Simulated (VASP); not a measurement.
Input of a VASP 6.6.1 run:

The input INCAR:

```
PREC = Accurate ; ENCUT = 520
EDIFF = 1E-6 ; ISMEAR = 1
SIGMA = 0.05 ; LREAL = F
LASPH = T ; NELM = 60
ALGO = Normal ; ISIF = 2
LWAVE = F ; LCHARG = F
GGA = CA ; NBANDS = 20
```

KPOINTS

```
Automatic mesh
0
Gamma
  11 11 11
```

The input POSCAR:

```
TaBi
1.0
    0.0000000000      2.8023731453      2.8023731453
    2.8023731453      0.0000000000      2.8023731453
    2.8023731453      2.8023731453      0.0000000000
Ta Bi
1 1
Direct
    0.0000000000      0.0000000000      0.0000000000
    0.5000000000      0.5000000000      0.5000000000
```

Potentials or basis: VASP PAW LDA potentials, release 64 (Ta_pv, Bi_d).

Launch:

```console
$ cat potpaw_LDA.64/Ta_pv/POTCAR potpaw_LDA.64/Bi_d/POTCAR > POTCAR
$ mpirun -np 1 vasp_std > vasp.out
```

(1) Predict the band gap on the k mesh.

(2) Estimate the pressure.

Results:

(1) zero (band 13 reaches 9.14 eV, above the bottom of band 14 at 8.08 eV).

(2) 7.0 GPa.

Caveat: spin-orbit coupling is left out, which moves the levels of the heavy elements.
